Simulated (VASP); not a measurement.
Write the native input for VASP 6.6.1 that does the following.

| Property | Result |
| --- | --- |
| Task | single point |
| Functional | r2SCAN |
| Dispersion | D4 |
| Potentials or basis | VASP PAW PBE potentials, release 64 (Te, Mo_sv) |
| Cutoff | 520 eV |
| k mesh | 9 × 9 × 2 |
| Occupations | fermi-dirac, width 0.05 eV |
| Spin | no spin polarisation |
| Dipole correction | no |
| Further INCAR settings | ALGO = Normal; EDIFF = 1e-06; NBANDS = 35 |

The system is Te2Mo.

```
Te Mo
1.0
     3.44638    0.00000    0.00000
    -1.72319    2.98465    0.00000
     0.00000    0.00000   13.68834
Te Mo
4 2
Direct
  0.66667 0.33333 0.37900
  0.33333 0.66667 0.87900
  0.66667 0.33333 0.12100
  0.33333 0.66667 0.62100
  0.66667 0.33333 0.75000
  0.33333 0.66667 0.25000
```

One way to write it, as run:

POSCAR

```
Te2Mo
1.0
    3.4463798477      0.0000000000      0.0000000000
   -1.7231899238      2.9846524992      0.0000000000
    0.0000000000      0.0000000000     13.6883444487
Te Mo
4 2
Direct
    0.6666666667      0.3333333333      0.3790000000
    0.3333333333      0.6666666667      0.8790000000
    0.6666666667      0.3333333333      0.1210000000
    0.3333333333      0.6666666667      0.6210000000
    0.6666666667      0.3333333333      0.7500000000
    0.3333333333      0.6666666667      0.2500000000
```

INCAR.step1

```
ALGO = Normal
EDIFF = 1E-4
ENCUT = 520
GGA = PE
ISMEAR = -1
LASPH = True
LCHARG = False
LREAL = False
LWAVE = True
NBANDS = 35
NELM = 60
PREC = Accurate
SIGMA = 0.05
```

INCAR.step2

```
ALGO = Normal
EDIFF = 1E-6
ENCUT = 520
ISIF = 2
ISMEAR = -1
ISTART = 1
IVDW = 13
LASPH = True
LCHARG = False
LMIXTAU = True
LREAL = False
LWAVE = False
METAGGA = R2SCAN
NBANDS = 35
NELM = 60
PREC = Accurate
SIGMA = 0.05
VDW_A1 = 0.51559235
VDW_A2 = 5.77342911
VDW_S6 = 1.0
VDW_S8 = 0.6018749
```

KPOINTS

```
k-points
0
Gamma
  9 9 2
```

Potentials or basis: VASP PAW PBE potentials, release 64 (Te, Mo_sv).

Run with:

```bash
$ cat potpaw_PBE.64/Te/POTCAR potpaw_PBE.64/Mo_sv/POTCAR > POTCAR
$ cp INCAR.step1 INCAR
$ mpirun -np 1 vasp_std > vasp.out
$ cp INCAR.step2 INCAR
$ mpirun -np 1 vasp_std > vasp.out
```

It gave:

```json
{
  "Pressure": "8.9 GPa",
  "Largest force": "0.901 eV/Å",
  "Band gap on the k mesh": "0.85 eV (least direct gap 1.23 eV)",
  "Dispersion energy per atom": "-0.198 eV"
}
```

Caveat: the cell stands under pressure; the PAW data sets were made with another functional, which shifts forces and pressure a little; spin-orbit coupling is left out, which moves the levels of the heavy elements.

It took 9.1 min on 1 thread of Intel(R) Xeon(R) Platinum 8259CL CPU @ 2.50GHz (Skylake/Cascade Lake) (shared host), peak memory 0.36 GiB.
